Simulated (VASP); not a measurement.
# AlN (P6_3mc) in VASP: phonons with r2SCAN

Aim: the phonons of AlN with r2SCAN.

Program: VASP 6.6.1. These are calculated values, not measurements. Logs are shortened: lines on timing, memory, paths and dates and some standing lists are left out, and cuts for length are marked.

## 1. The cell of the first run

The structure is hexagonal, space group P6_3mc (No. 186). The conventional cell has a = 3.107 Å, b = 3.107 Å, c = 4.978 Å, α = 90.00°, β = 90.00°, γ = 120.00°. Within 2.5 Å of Al (site symmetry 3m) lie 4 N at 1.89 to 1.90 Å. N (site symmetry 3m) has 4 Al at 1.89 to 1.90 Å within 2.5 Å.

## 2. Phonons, r2SCAN

INCAR

```
SYSTEM = AlN
  PREC = Accurate
  ENCUT = 520
  EDIFF = 1E-8
  ISMEAR = 0
  SIGMA = 0.01
  LREAL = .False.
  LASPH = .True.
  NELM = 60
  ALGO = Normal
  ISIF = 2
  LWAVE = .False.
  LCHARG = .False.
  METAGGA = R2SCAN
  LMIXTAU = .True.
  NBANDS = 16
  IBRION = 6
  NFREE = 2
  POTIM = 0.015
  NSW = 1
```

KPOINTS

```
Automatic mesh
0
Gamma
  9 9 4
  0 0 0
```

POSCAR

```
AlN
1.0
    3.1065443761      0.0000000000      0.0000000000
   -1.5532721880      2.6903463477      0.0000000000
    0.0000000000      0.0000000000      4.9781602430
Al N
2 2
Direct
    0.6666666667      0.3333333333      0.4991968949
    0.3333333333      0.6666666667      0.9991968949
    0.6666666667      0.3333333333      0.8808031051
    0.3333333333      0.6666666667      0.3808031051
```

Potentials or basis: VASP PAW PBE potentials, release 64 (Al, N).

On the command line:

```bash
> cat potpaw_PBE.64/Al/POTCAR potpaw_PBE.64/N/POTCAR > POTCAR
> mpirun -np 1 vasp_std > vasp.out
```

OUTCAR:

```text
SYSTEM = AlN
   PREC = Accurate
   ENCUT = 520
   EDIFF = 1E-8
   ISMEAR = 0
   LREAL = .False.
   LASPH = .True.
   NELM = 60
   ISIF = 2
   METAGGA = R2SCAN
   IBRION = 6
   NFREE = 2
   POTIM = 0.015
   NSW = 1

 ion  position               nearest neighbor table
   1  0.667  0.333  0.499-   4 1.89   4 1.89   4 1.89   3 1.90   2 3.07   2 3.07   2 3.07   2 3.07
                             2 3.07   2 3.07
   2  0.333  0.667  0.999-   3 1.89   3 1.89   3 1.89   4 1.90   1 3.07   1 3.07   1 3.07   1 3.07
                             1 3.07   1 3.07
   3  0.667  0.333  0.881-   2 1.89   2 1.89   2 1.89   1 1.90
   4  0.333  0.667  0.381-   1 1.89   1 1.89   1 1.89   2 1.90

  LATTYP: Found a hexagonal cell.
 ALAT       =     3.1065443761
 C/A-ratio  =     1.6024751751

  Lattice vectors:

 A1 = (   3.1065443761,   0.0000000000,   0.0000000000)
 A2 = (  -1.5532721880,   2.6903463477,   0.0000000000)
 A3 = (   0.0000000000,   0.0000000000,   4.9781602430)

Analysis of symmetry for initial positions (statically):
=====================================================================
 Subroutine PRICEL returns:
 Original cell was already a primitive cell.

 Routine SETGRP: Setting up the symmetry group for a
 hexagonal supercell.

 Subroutine GETGRP returns: Found 12 space group operations
 (whereof  6 operations were pure point group operations)
 out of a pool of 24 trial point group operations.

The static configuration has the point symmetry C_3v.
 The point group associated with its full space group is C_6v.

Analysis of symmetry for dynamics (positions and initial velocities):
=====================================================================
 Subroutine PRICEL returns:
 Original cell was already a primitive cell.

 Routine SETGRP: Setting up the symmetry group for a
 hexagonal supercell.

 Subroutine GETGRP returns: Found 12 space group operations
 (whereof  6 operations were pure point group operations)
 out of a pool of 24 trial point group operations.

The dynamic configuration has the point symmetry C_3v.
 The point group associated with its full space group is C_6v.

 Subroutine INISYM returns: Found 12 space group operations
 (whereof  6 operations are pure point group operations),
 and found     1 'primitive' translations

----------------------------------------------------------------------------------------

                                     Primitive cell

  volume of cell :      41.6059

  direct lattice vectors                    reciprocal lattice vectors
     3.106544376  0.000000000  0.000000000     0.321901083  0.185849677  0.000000000
    -1.553272188  2.690346348  0.000000000     0.000000000  0.371699354  0.000000000
     0.000000000  0.000000000  4.978160243     0.000000000  0.000000000  0.200877423

  length of vectors
     3.106544376  3.106544376  4.978160243     0.371699354  0.371699354  0.200877423

  position of ions in fractional coordinates (direct lattice)
     0.666666667  0.333333333  0.499196895
     0.333333333  0.666666667  0.999196895
     0.666666667  0.333333333  0.880803105
     0.333333333  0.666666667  0.380803105

  ion indices of the primitive-cell ions
   primitive index   ion index
                 1           1
                 2           2
                 3           3
                 4           4

----------------------------------------------------------------------------------------

 KPOINTS: Automatic mesh
[... 72 lines left out ...]
   IBRION =      6    ionic relax: 0-MD 1-quasi-New 2-CG
   NFREE  =      2    steps in history (QN), initial steepest desc. (CG)
   ISIF   =      2    stress and relaxation
   ISYM   =      2    0-nonsym 1-usesym 2-fastsym
   POTIM  = 0.0150    time-step for ionic-motion
   TEBEG  =    0.0;   TEEND  =   0.0 temperature during run
   PSTRESS=    0.0 pullay stress
   NELECT =      16.0000    total number of electrons
   NUPDOWN=      -1.0000    fix difference up-down
   EMIN   =  10.00;   EMAX   =-10.00  energy-range for DOS
   EFERMI =   0.00;   METHOD = LEGACY
   ISMEAR =     0;   SIGMA  =   0.01  broadening in eV -4-tet -1-fermi 0-gaus
   EFERMI_NEDOS =   21; number of points for ismear=-14 and -15
   IALGO  =     38    algorithm
   IMIX   =      4    mixing-type and parameters
     AMIX     =   0.40;   BMIX     =  1.00
     AMIX_MAG =   1.60;   BMIX_MAG =  1.00
  volume/ion in A,a.u.               =      10.40        70.19
  Fermi-wavevector in a.u.,A,eV,Ry     =   1.190502  2.249722 19.283453  1.417294
  Thomas-Fermi vector in A             =   2.326585
   LORBIT       =      0    0 simple, 1 ext, 2 COOP (PROOUT), +10 PAW based schemes
   METAGGA = R2SCAN    functional components
   LHFCALC =     F    Hartree Fock is set to
   AEXX    =    0.0000 exact exchange contribution
   IVDW    =     0    specifies the selected vdW correction
   LEPSILON=     F    determine dielectric tensor
   LRPA    =     F    only Hartree local field effects (RPA)
 finite differences with symmetry
 non-spin polarized calculation
 Gauss-broadening in eV      SIGMA  =   0.01
  energy-cutoff  :      520.00
  volume of cell :       41.61
 maximum number of plane-waves:      1140
 NGX is ok and might be reduce to    24
   NGX = 11   NGY = 11   NGZ = 19

--------------------------------------- Ionic step        1  -------------------------------------------

 number of electron      15.9999996 magnetization

 Free energy of the ion-electron system (eV)
  ---------------------------------------------------
  ext. energy  EPLUGINS =         0.00000000
  ---------------------------------------------------
  free energy    TOTEN  =       -38.45644028 eV

  energy without entropy =      -38.45644028  energy(sigma->0) =      -38.45644028

------------------------ aborting loop because EDIFF is reached ----------------------------------------

  FORCE on cell =-STRESS in cart. coord.  units (eV):
  Direction    XX          YY          ZZ          XY          YZ          ZX
  --------------------------------------------------------------------------------------
  -------------------------------------------------------------------------------------
  Total       -0.0929148     -0.0929148     -0.0861122     -0.0000000      0.0000000     -0.0000000
  in kB       -3.5780054     -3.5780054     -3.3160464     -0.0000000      0.0000000     -0.0000000
  external PRESSURE =      -3.4906857 kB  Pullay stress =       0.0000000 kB
[... 291 lines left out ...]
--------------------------------------- Ionic step        9  -------------------------------------------

 number of electron      15.9999997 magnetization

 Free energy of the ion-electron system (eV)
  ---------------------------------------------------
  ext. energy  EPLUGINS =         0.00000000
  ---------------------------------------------------
  free energy    TOTEN  =       -38.45411404 eV

  energy without entropy =      -38.45411404  energy(sigma->0) =      -38.45411404

 E-fermi :   6.0239     XC(G=0): -11.4173

 val. band max:        5.8942495941   @ k =   0.0000   0.0000   0.0000
 cond. band min:      10.8391904096   @ k =   0.0000   0.0000   0.0000
 fundamental gap:      4.9449408155
 Fermi energy:         6.0238574010

 k-point     1 :       0.0000    0.0000    0.0000
  band No.  band energies     occupation
      1     -10.0618      2.00000
      2      -7.9382      2.00000
      3      -0.1588      2.00000
      4       5.0458      2.00000
      5       5.0458      2.00000
      6       5.7070      2.00000
[... 433 lines left out ...]
      3       1.2935      2.00000
      4       1.4471      2.00000
      5       1.4575      2.00000
      6       2.9220      2.00000
[... 8 lines left out ...]
     15      20.0158      0.00000
     16      22.5581      0.00000

 [... further k-points ...]

------------------------ aborting loop because EDIFF is reached ----------------------------------------

  FORCE on cell =-STRESS in cart. coord.  units (eV):
  Direction    XX          YY          ZZ          XY          YZ          ZX
  --------------------------------------------------------------------------------------
  -------------------------------------------------------------------------------------
  Total       -0.1737831     -0.1737831      0.1073339     -0.0000000      0.0000000      0.0000000
  in kB       -6.6921170     -6.6921170      4.1332595     -0.0000000      0.0000000      0.0000000
  external PRESSURE =      -3.0836582 kB  Pullay stress =       0.0000000 kB
[... 19 lines left out ...]
  FREE ENERGIE OF THE ION-ELECTRON SYSTEM (eV)
  ---------------------------------------------------
  free  energy   TOTEN  =       -38.4541140415 eV

  energy  without entropy=      -38.4541140415  energy(sigma->0) =      -38.45411404

 INTERNAL STRAIN TENSORS FROM DISPLACED ATOMS
 ============================================

 INTERNAL STRAIN TENSOR FOR ION    1 for displacements in x,y,z  (eV/Angst):
          X           Y           Z          XY          YZ          ZX
  --------------------------------------------------------------------------------
  x     0.00000    -0.00000     0.00000     8.91037    -0.00000    -5.26488
  y     8.91037    -8.91037     0.00000    -0.00000    -5.26488    -0.00000
  z    -5.50026    -5.50026    12.21107    -0.00000     0.00000     0.00000

 INTERNAL STRAIN TENSOR FOR ION    4 for displacements in x,y,z  (eV/Angst):
          X           Y           Z          XY          YZ          ZX
  --------------------------------------------------------------------------------
  x    -0.00000     0.00000     0.00000   -10.67894     0.00000     5.26582
  y   -10.67894    10.67894     0.00000     0.00000     5.26582     0.00000
  z     5.49532     5.49532   -12.28597     0.00000     0.00000     0.00000

 Eigenvectors and eigenvalues of the dynamical matrix
 ----------------------------------------------------

   1 f  =   22.246059 THz   139.776109 2PiTHz  742.048643 cm-1    92.002265 meV
             X         Y         Z           dx          dy          dz
      1.553272  0.896782  2.485082     0.000000   -0.000000   -0.018695
     -0.000000  1.793564  4.974162     0.000000   -0.000000    0.018695
      1.553272  0.896782  4.384779    -0.000000    0.000000   -0.706860
     -0.000000  1.793564  1.895699    -0.000000    0.000000    0.706860
[... 71 lines left out ...]
  12 f/i=    0.020355 THz     0.127896 2PiTHz    0.678978 cm-1     0.084183 meV
             X         Y         Z           dx          dy          dz
      1.553272  0.896782  2.485082    -0.000000    0.000000   -0.574192
     -0.000000  1.793564  4.974162    -0.000000    0.000000   -0.574192
      1.553272  0.896782  4.384779    -0.000000    0.000000   -0.412678
     -0.000000  1.793564  1.895699    -0.000000    0.000000   -0.412678

 ELASTIC MODULI CONTR FROM IONIC RELAXATION (kBar)
 Direction    XX          YY          ZZ          XY          YZ          ZX
 --------------------------------------------------------------------------------
 XX        -698.2699    345.9248    392.4961     -0.0000     -0.0000     -0.0000
 YY         345.9248   -698.2699    392.4961     -0.0000      0.0000      0.0000
 ZZ         392.4961    392.4961   -874.4449      0.0000      0.0000     -0.0000
 XY          -0.0000     -0.0000      0.0000   -522.0974     -0.0000      0.0000
 YZ           0.0000      0.0000      0.0000     -0.0000   -135.8987     -0.0000
 ZX          -0.0000      0.0000     -0.0000      0.0000     -0.0000   -135.8985
 --------------------------------------------------------------------------------
```

Wall time 27 min (1 thread of Intel Xeon 8259CL, shared host); peak memory 0.29 GiB.

What came out:

```
Highest phonon frequency at Γ, LO-TO splitting left out : 742 cm⁻¹
```

Phonon frequencies in cm⁻¹ (negative: imaginary):
| q point | frequencies |
| --- | --- |
| (0.000, 0.000, 0.000) | -1 0 0 250 250 558 625 668 668 681 681 742 |

Caveat: the PAW data sets were made with another functional, which shifts forces and pressure a little.
